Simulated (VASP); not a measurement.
# In3As in VASP: a series of runs, part 2 of 2

VASP 6.6.1. The steps go on from the part before.

## Step 4: Single point, PBE

Input file INCAR:

```
  PREC = Accurate
  ENCUT = 520
  EDIFF = 1E-6
  ISMEAR = 0
  SIGMA = 0.1
  LREAL = False
  LASPH = True
  NELM = 100
  ALGO = Normal
  ISIF = 2
  LWAVE = False
  LCHARG = True
  GGA = PE
  LELF = True
  LVHAR = True
  NBANDS = 30
```

Input file KPOINTS:

```
regular mesh
0
Gamma
  6 6 2
```

Input file POSCAR:

```
In3As
1.0
    2.1426575243     -2.1464565211      0.0000000000
    2.1426575243      2.1464565211      0.0000000000
    0.0000000000      0.0000000000     11.3762352469
In As
3 1
Direct
    0.5000000000      0.5000000000      0.2424015163
    0.5000000000      0.5000000000      0.7575984837
    0.0000000000      0.0000000000      0.0000000000
    0.5000000000      0.5000000000      0.5000000000
```

Potentials or basis: VASP PAW PBE potentials, release 64 (In_d, As).

Run with:

```
cat potpaw_PBE.64/In_d/POTCAR potpaw_PBE.64/As/POTCAR > POTCAR
mpirun -np 1 vasp_std > vasp.out
```

OUTCAR:

```text
PREC = Accurate
   ENCUT = 520
   EDIFF = 1E-6
   ISMEAR = 0
   LREAL = False
   LASPH = True
   NELM = 100
   ISIF = 2
   GGA = PE

 ion  position               nearest neighbor table
   1  0.500  0.500  0.242-   4 2.93   3 3.49   3 3.49   3 3.49   3 3.49
   2  0.500  0.500  0.758-   4 2.93   3 3.49   3 3.49   3 3.49   3 3.49
   3  0.000  0.000  0.000-   1 3.49   2 3.49   1 3.49   2 3.49   1 3.49   2 3.49   1 3.49   2 3.49

   4  0.500  0.500  0.500-   1 2.93   2 2.93

  LATTYP: Found a base centered orthorhombic cell.
 ALAT       =     4.2853150486
 B/A-ratio  =     1.0017730303
 C/A-ratio  =     2.6547021906

  Lattice vectors:

 A1 = (   2.1426575243,  -2.1464565211,   0.0000000000)
 A2 = (   2.1426575243,   2.1464565211,   0.0000000000)
 A3 = (   0.0000000000,   0.0000000000,  11.3762352469)

Analysis of symmetry for initial positions (statically):
=====================================================================
 Subroutine PRICEL returns:
 Original cell was already a primitive cell.

 Routine SETGRP: Setting up the symmetry group for a
 base centered orthorhombic supercell.

 Subroutine GETGRP returns: Found  8 space group operations
 (whereof  8 operations were pure point group operations)
 out of a pool of  8 trial point group operations.

The static configuration has the point symmetry D_2h.

Analysis of symmetry for dynamics (positions and initial velocities):
=====================================================================
 Subroutine PRICEL returns:
 Original cell was already a primitive cell.

 Routine SETGRP: Setting up the symmetry group for a
 base centered orthorhombic supercell.

 Subroutine GETGRP returns: Found  8 space group operations
 (whereof  8 operations were pure point group operations)
 out of a pool of  8 trial point group operations.

The dynamic configuration has the point symmetry D_2h.

 Subroutine INISYM returns: Found  8 space group operations
 (whereof  8 operations are pure point group operations),
 and found     1 'primitive' translations

----------------------------------------------------------------------------------------

                                     Primitive cell

  volume of cell :     104.6414

  direct lattice vectors                    reciprocal lattice vectors
     2.142657524 -2.146456521  0.000000000     0.233355072 -0.232942058  0.000000000
     2.142657524  2.146456521  0.000000000     0.233355072  0.232942058  0.000000000
     0.000000000  0.000000000 11.376235247     0.000000000  0.000000000  0.087902542

  length of vectors
     3.032862816  3.032862816 11.376235247     0.329721992  0.329721992  0.087902542

  position of ions in fractional coordinates (direct lattice)
     0.500000000  0.500000000  0.242401516
     0.500000000  0.500000000  0.757598484
     0.000000000  0.000000000  0.000000000
     0.500000000  0.500000000  0.500000000

  ion indices of the primitive-cell ions
   primitive index   ion index
                 1           1
                 2           2
                 3           3
                 4           4

----------------------------------------------------------------------------------------

 KPOINTS: regular mesh

Automatic generation of k-mesh.
 Grid dimensions read from file:
 generate k-points for:    6    6    2

 Generating k-lattice:

  Cartesian coordinates                     Fractional coordinates (reciprocal lattice)
     0.038892512 -0.038823676  0.000000000     0.166666667 -0.000000000  0.000000000
     0.038892512  0.038823676  0.000000000    -0.000000000  0.166666667  0.000000000
     0.000000000  0.000000000  0.043951271     0.000000000  0.000000000  0.500000000

  Length of vectors
     0.054953665  0.054953665  0.043951271

  Shift w.r.t. Gamma in fractional coordinates (k-lattice)
     0.000000000  0.000000000  0.000000000

 Subroutine IBZKPT returns following result:
 ===========================================

 Found     26 irreducible k-points:

 Following reciprocal coordinates:
            Coordinates               Weight
  0.000000  0.000000  0.000000      1.000000
  0.166667  0.000000  0.000000      4.000000
  0.333333  0.000000  0.000000      4.000000
  0.500000  0.000000  0.000000      2.000000
  0.166667  0.166667  0.000000      2.000000
  0.333333  0.166667  0.000000      4.000000
[... 16 lines left out ...]
  0.333333  0.333333  0.500000      2.000000
  0.500000  0.333333  0.500000      4.000000
 [... further k-points ...]
   k-points           NKPTS =     26   k-points in BZ     NKDIM =     26   number of bands    NBANDS=     30
   number of dos      NEDOS =    301   number of ions     NIONS =      4
   total plane-waves  NPLWV =  51840
   dimension x,y,z NGX =    24 NGY =   24 NGZ =   90
   dimension x,y,z NGXF=    48 NGYF=   48 NGZF=  180
   ions per type =               3   1
   NGX,Y,Z   is equivalent  to a cutoff of  13.16, 13.16, 13.15 a.u.
   NGXF,Y,Z  is equivalent  to a cutoff of  26.31, 26.31, 26.30 a.u.
 SYSTEM =  unknown system
   PREC   = accura    normal or accurate (medium, high low for compatibility)
   ISTART =      0    job   : 0-new  1-cont  2-samecut
   ICHARG =      2    charge: 1-file 2-atom 10-const
   ISPIN  =      1    spin polarized calculation?
   LNONCOLLINEAR =      F non collinear calculations
   LSORBIT =      F    spin-orbit coupling
   LASPH  =      T    aspherical Exc in radial PAW
   ENCUT  =  520.0 eV  38.22 Ry    6.18 a.u.   5.64  5.64 21.15*2*pi/ulx,y,z
   NELM   =    100;   NELMIN=  2; NELMDL= -5     # of ELM steps
   EDIFF  = 0.1E-05   stopping-criterion for ELM
   LREAL  =      F    real-space projection
   EDIFFG = 0.1E-04   stopping-criterion for IOM
   NSW    =      0    number of steps for IOM
   IBRION =     -1    ionic relax: 0-MD 1-quasi-New 2-CG
   NFREE  =      0    steps in history (QN), initial steepest desc. (CG)
   ISIF   =      2    stress and relaxation
   ISYM   =      2    0-nonsym 1-usesym 2-fastsym
   POTIM  = 0.5000    time-step for ionic-motion
   TEBEG  =    0.0;   TEEND  =   0.0 temperature during run
   PSTRESS=    0.0 pullay stress
   NELECT =      44.0000    total number of electrons
   NUPDOWN=      -1.0000    fix difference up-down
   EMIN   =  10.00;   EMAX   =-10.00  energy-range for DOS
   EFERMI =   0.00;   METHOD = LEGACY
   ISMEAR =     0;   SIGMA  =   0.10  broadening in eV -4-tet -1-fermi 0-gaus
   EFERMI_NEDOS =   21; number of points for ismear=-14 and -15
   IALGO  =     38    algorithm
   IMIX   =      4    mixing-type and parameters
     AMIX     =   0.40;   BMIX     =  1.00
     AMIX_MAG =   1.60;   BMIX_MAG =  1.00
  volume/ion in A,a.u.               =      26.16       176.54
  Fermi-wavevector in a.u.,A,eV,Ry     =   1.226473  2.317698 20.466367  1.504236
  Thomas-Fermi vector in A             =   2.361472
   LORBIT       =      0    0 simple, 1 ext, 2 COOP (PROOUT), +10 PAW based schemes
   GGA     = PE    functional components
   LHFCALC =     F    Hartree Fock is set to
   AEXX    =    0.0000 exact exchange contribution
   IVDW    =     0    specifies the selected vdW correction
   LEPSILON=     F    determine dielectric tensor
   LRPA    =     F    only Hartree local field effects (RPA)
 non-spin polarized calculation
 Gauss-broadening in eV      SIGMA  =   0.10
  energy-cutoff  :      520.00
  volume of cell :      104.64
 maximum number of plane-waves:      2852
 NGX is ok and might be reduce to    24
   NGX = 11   NGY = 11   NGZ = 43

 number of electron      44.0000013 magnetization

 Free energy of the ion-electron system (eV)
  ---------------------------------------------------
  ext. energy  EPLUGINS =         0.00000000
  ---------------------------------------------------
  free energy    TOTEN  =       -11.87835283 eV

  energy without entropy =      -11.87007537  energy(sigma->0) =      -11.87421410

 E-fermi :   6.4939     XC(G=0):  -9.9623

 val. band max:        6.4903251442   @ k =   0.5000   0.3333   0.0000
 cond. band min:       6.5521180803   @ k =   0.5000   0.5000   0.0000
 fundamental gap:      0.0617929361
 Fermi energy:         6.4938794078

 k-point     1 :       0.0000    0.0000    0.0000
  band No.  band energies     occupation
      1      -8.6473      2.00000
      2      -8.6429      2.00000
      3      -8.3948      2.00000
      4      -8.3797      2.00000
      5      -8.3629      2.00000
      6      -8.1266      2.00000
[... 22 lines left out ...]
     29      14.7368      0.00000
     30      14.7433      0.00000
[... 728 lines left out ...]
  band No.  band energies     occupation
      1      -8.3629      2.00000
      2      -8.3507      2.00000
      3      -8.2848      2.00000
      4      -8.2478      2.00000
      5      -8.2404      2.00000
      6      -8.1808      2.00000
[... 22 lines left out ...]
     29      10.5789      0.00000
     30      10.6328      0.00000

 [... further k-points ...]
[... 5 lines left out ...]
  --------------------------------------------------------------------------------------
  -------------------------------------------------------------------------------------
  Total        0.0077220     -0.0088781      0.0606989     -0.0000000      0.0000000      0.0000000
  in kB        0.1182327     -0.1359338      0.9293685     -0.0000000      0.0000000      0.0000000
  external PRESSURE =       0.3038891 kB  Pullay stress =       0.0000000 kB

 VOLUME and BASIS-vectors are now :
 -----------------------------------------------------------------------------
  energy-cutoff  :      520.00
  volume of cell :      104.64
      direct lattice vectors                 reciprocal lattice vectors
     2.142657524 -2.146456521  0.000000000     0.233355072 -0.232942058  0.000000000
     2.142657524  2.146456521  0.000000000     0.233355072  0.232942058  0.000000000
     0.000000000  0.000000000 11.376235247     0.000000000  0.000000000  0.087902542

 POSITION                                       TOTAL-FORCE (eV/Angst)
 -----------------------------------------------------------------------------------
      2.14266      0.00000      2.75762        -0.000000     -0.000000      0.000815
      2.14266      0.00000      8.61862         0.000000     -0.000000     -0.000815
      0.00000      0.00000      0.00000        -0.000000     -0.000000      0.000000
      2.14266      0.00000      5.68812        -0.000000      0.000000      0.000000
 -----------------------------------------------------------------------------------
    total drift:                               -0.000000     -0.000000     -0.000000

  FREE ENERGIE OF THE ION-ELECTRON SYSTEM (eV)
  ---------------------------------------------------
  free  energy   TOTEN  =       -11.8783528270 eV

  energy  without entropy=      -11.8700753683  energy(sigma->0) =      -11.87421410
```

OSZICAR:

```text
N       E                     dE             d eps       ncg     rms          rms(c)
DAV:   1     0.402102625743E+03    0.40210E+03   -0.20677E+04  1560   0.186E+03
DAV:   2     0.282541203981E+02   -0.37385E+03   -0.36589E+03  1560   0.442E+02
DAV:   3    -0.103174538092E+02   -0.38572E+02   -0.37679E+02  1970   0.160E+02
DAV:   4    -0.119123120520E+02   -0.15949E+01   -0.15917E+01  1808   0.341E+01
DAV:   5    -0.120004756856E+02   -0.88164E-01   -0.88156E-01  2456   0.669E+00    0.473E+00
DAV:   6    -0.118906590877E+02    0.10982E+00   -0.17335E-01  2048   0.871E+00    0.248E+00
DAV:   7    -0.118807216235E+02    0.99375E-02   -0.20460E-01  2038   0.491E+00    0.528E-01
DAV:   8    -0.118781886381E+02    0.25330E-02   -0.14734E-02  2000   0.153E+00    0.301E-01
DAV:   9    -0.118782879466E+02   -0.99309E-04   -0.16369E-03  2084   0.411E-01    0.830E-02
DAV:  10    -0.118783385475E+02   -0.50601E-04   -0.20964E-04  2128   0.154E-01    0.271E-02
DAV:  11    -0.118783527997E+02   -0.14252E-04   -0.29581E-05  2022   0.499E-02    0.894E-03
DAV:  12    -0.118783528270E+02   -0.27379E-07   -0.21051E-06  1430   0.161E-02
   1 F= -.11878353E+02 E0= -.11874214E+02  d E =-.827746E-02
```

Run time: 50 s. Hardware: 1 thread of Intel Xeon Platinum 8488C (Sapphire Rapids), shared host; peak memory 0.25 GiB.

Results:

- Free energy: -11.8784 eV
- Pressure: 0.0 GPa
- Band gap on the k mesh: zero (band 22 reaches 9.39 eV, above the bottom of band 23 at 5.04 eV)

Levels at points of the mesh, in eV from the Fermi level:
| k point | band 20 | band 21 | band 22 | band 23 | band 24 | band 25 |
| --- | --- | --- | --- | --- | --- | --- |
| (0.00, 0.00, 0.00) | -4.19 | 0.75 | 1.50 | 2.90 | 2.90 | 7.28 |
| (0.50, 0.00, 0.00) | -4.31 | -3.05 | -1.57 | -1.25 | -0.96 | 2.28 |
| (0.50, 0.50, 0.00) | -0.71 | -0.68 | -0.10 | 0.06 | 0.16 | 0.18 |
| (0.00, 0.00, 0.50) | -2.37 | -1.90 | 2.90 | 2.91 | 4.21 | 5.61 |
| (0.50, 0.00, 0.50) | -3.81 | -3.01 | -2.61 | -1.45 | 0.50 | 2.20 |
| (0.50, 0.50, 0.50) | -0.88 | -0.85 | -0.10 | 0.24 | 0.54 | 0.57 |

Caveat: spin-orbit coupling is left out, which moves the levels of the heavy elements.

## Step 5: The runs side by side

```csv
task,cell,k mesh,cutoff (eV),gap on the mesh (eV),pressure (GPa)
single point,"a = 3.056, b = 3.056, c = 11.226 Å, 4 atoms",16 × 16 × 4,520,none,0.0
relaxation of cell and atoms,"relaxed from a = 3.033, b = 3.033, c = 11.376 Å, 4 atoms",16 × 16 × 4,600,none,0.0
single point,"a = 3.033, b = 3.033, c = 11.376 Å, angles 90.0, 90.0, 90.1°, 4 atoms",6 × 6 × 2,520,none,0.0
```

Alike in all rows: level PBE; potentials or basis VASP PAW PBE potentials, release 64 (In_d, As); no spin polarisation; smearing gaussian 0.1 eV.

Caveats: spin-orbit coupling is left out, which moves the levels of the heavy elements.

Total energies depend on the potentials used, so only differences within one code and one set of settings carry meaning.
